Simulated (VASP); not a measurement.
Write the native input for VASP 6.6.1 that does the following.

```
Task                   : single point
Functional             : r2SCAN
Potentials or basis    : VASP PAW PBE potentials, release 64 (Si, O)
Cutoff                 : 520 eV
k mesh                 : 8 × 8 × 11
Occupations            : fermi-dirac, width 0.08 eV
Spin                   : no spin polarisation
Dipole correction      : no
Further INCAR settings : ALGO = Normal; EDIFF = 1e-06; NBANDS = 25
```

SiO2 (rutile type):

```
Si O
1.0
     3.85590    0.00000    0.00000
     0.00000    3.85590    0.00000
     0.00000    0.00000    2.51527
Si O
2 4
Cartesian
  0.0000 0.0000 0.0000
  1.9280 1.9280 1.2576
  1.1595 1.1595 0.0000
  2.6964 2.6964 0.0000
  3.0874 0.7685 1.2576
  0.7685 3.0874 1.2576
```

One way to write it, as run:

POSCAR

```
SiO2
1.0
    3.8559016141      0.0000000000      0.0000000000
    0.0000000000      3.8559016141      0.0000000000
    0.0000000000      0.0000000000      2.5152734030
Si O
2 4
Direct
    0.0000000000      0.0000000000      0.0000000000
    0.5000000000      0.5000000000      0.5000000000
    0.3006993428      0.3006993428      0.0000000000
    0.6993006572      0.6993006572      0.0000000000
    0.8006993428      0.1993006572      0.5000000000
    0.1993006572      0.8006993428      0.5000000000
```

INCAR.step1

```
SYSTEM = SiO2
PREC = Accurate
ENCUT = 520
ISMEAR = -1
SIGMA = 0.08
LREAL = .FALSE.
LASPH = .TRUE.
NELM = 100
NBANDS = 25
GGA = PE
ALGO = Normal
EDIFF = 1E-4
LWAVE = .TRUE.
LCHARG = .FALSE.
```

INCAR.step2

```
SYSTEM = SiO2
PREC = Accurate
ENCUT = 520
EDIFF = 1E-6
ISMEAR = -1
SIGMA = 0.08
LREAL = .FALSE.
LASPH = .TRUE.
NELM = 100
ALGO = Normal
ISIF = 2
LWAVE = .FALSE.
LCHARG = .FALSE.
METAGGA = R2SCAN
LMIXTAU = .TRUE.
NBANDS = 25
ISTART = 1
```

KPOINTS

```
Automatic mesh
0
G
  8 8 11
  0 0 0
```

Potentials or basis: VASP PAW PBE potentials, release 64 (Si, O).

Launch:

```console
$ cat potpaw_PBE.64/Si/POTCAR potpaw_PBE.64/O/POTCAR > POTCAR
$ cp INCAR.step1 INCAR
$ mpirun -np 1 vasp_std > vasp.out
$ cp INCAR.step2 INCAR
$ mpirun -np 1 vasp_std > vasp.out
```

It gave:

```
Pressure               : 114.4 GPa
Largest force          : 0.017 eV/Å
Band gap on the k mesh : 8.03 eV, direct
```

Caveat: the PAW data sets were made with another functional, which shifts forces and pressure a little.

It took 4.5 min on 1 thread of Intel(R) Xeon(R) Platinum 8488C (Sapphire Rapids) (shared host), peak memory 0.19 GiB.
